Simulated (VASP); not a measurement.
Input of a VASP 6.6.1 run:

INCAR

```
ALGO     = Normal         # electronic algorithm
EDIFF    = 1E-6           # SCF threshold, eV
ENCUT    = 520            # plane-wave cutoff, eV
GGA      = PE             # functional
ISIF     = 2              # what is computed and relaxed
ISMEAR   = 0              # smearing method
LASPH    = T              # aspherical terms in the spheres
LCHARG   = F              # write CHGCAR
LREAL    = F              # projectors in reciprocal space
LWAVE    = F              # write WAVECAR
NBANDS   = 31             # bands
NELM     = 100            # most SCF steps
PREC     = Accurate       # precision mode
SIGMA    = 0.1            # smearing width, eV
```

The input KPOINTS:

```
k-points
0
Gamma
  4 2 4
```

File POSCAR:

```
PtS2
1.0
    4.4488704100      0.0000000000      0.0000000000
    0.0000000000      8.0910682300      0.0000000000
    0.0000000000      0.0000000000      4.1977380200
Pt S
2 4
Direct
    0.5000000000      0.0000000000      0.5000000000
    0.0000000000      0.5000000000      0.5000000000
    0.3520536000      0.2691476100      0.5000000000
    0.6479464000      0.7308523900      0.5000000000
    0.8520536000      0.2308523900      0.5000000000
    0.1479464000      0.7691476100      0.5000000000
```

Potentials or basis: VASP PAW PBE potentials, release 64 (Pt, S).

Run with:

```console
$ cat potpaw_PBE.64/Pt/POTCAR potpaw_PBE.64/S/POTCAR > POTCAR
$ mpirun -np 1 vasp_std > vasp.out
```

(1) Estimate the pressure.

(2) Estimate the band gap on the k mesh.

(3) Predict the largest force.

Answers

(1) 3.6 GPa.

(2) zero (bands 22 and 23 overlap by 0.87 eV).

(3) 0.535 eV/Å.

Caveat: the k points lie up to 0.39 Å⁻¹ apart, too coarse for converged energies and pressures of a metal; spin-orbit coupling is left out, which moves the levels of the heavy elements.
